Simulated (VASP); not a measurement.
Wanted: the native input for a VASP 6.6.1 run.

```
Task                   : single point
Functional             : RPBE
Potentials or basis    : VASP PAW PBE potentials, release 64 (Hf_pv)
Cutoff                 : 520 eV
k mesh                 : 8 × 8 × 11
Occupations            : fermi-dirac, width 0.1 eV
Spin                   : no spin polarisation
Dipole correction      : no
Further INCAR settings : ALGO = Normal; EDIFF = 1e-07; NBANDS = 22
```

The structure of Hf lies in POSCAR:

```
Hf
1.0
    5.1724224596      0.0000000000      0.0000000000
   -2.5862112298      4.4794492491      0.0000000000
    0.0000000000      0.0000000000      3.2078471199
Hf
3
Direct
    1.0000000000      1.0000000000      0.0000000000
    0.3333333333      0.6666666667      0.5000000000
    0.6666666667      0.3333333333      0.5000000000
```

This cell differs from its parent crystal: volume scaled by 1.08.

These files were run (other wordings do the same):

INCAR

```
  ALGO = Normal
  EDIFF = 1E-7
  ENCUT = 520
  GGA = RP
  ISIF = 2
  ISMEAR = -1
  LASPH = True
  LCHARG = False
  LREAL = False
  LWAVE = False
  NBANDS = 22
  NELM = 80
  PREC = Accurate
  SIGMA = 0.1
```

KPOINTS

```
k-points
0
Gamma
  8 8 11
```

Potentials or basis: VASP PAW PBE potentials, release 64 (Hf_pv).

Run with:

```sh
$ cat potpaw_PBE.64/Hf_pv/POTCAR > POTCAR
$ mpirun -np 1 vasp_std > vasp.out
```

It gave:

```
Pressure               : -7.2 GPa
Band gap on the k mesh : zero (band 15 reaches 4.36 eV, above the bottom of band 16 at 3.54 eV)
```

Caveat: the PAW data sets were made with another functional, which shifts forces and pressure a little; spin-orbit coupling is left out, which moves the levels of the heavy elements.

Run time: 48 s on 1 thread of Intel(R) Xeon(R) 6975P-C (Granite Rapids) (shared host), peak memory 0.23 GiB.
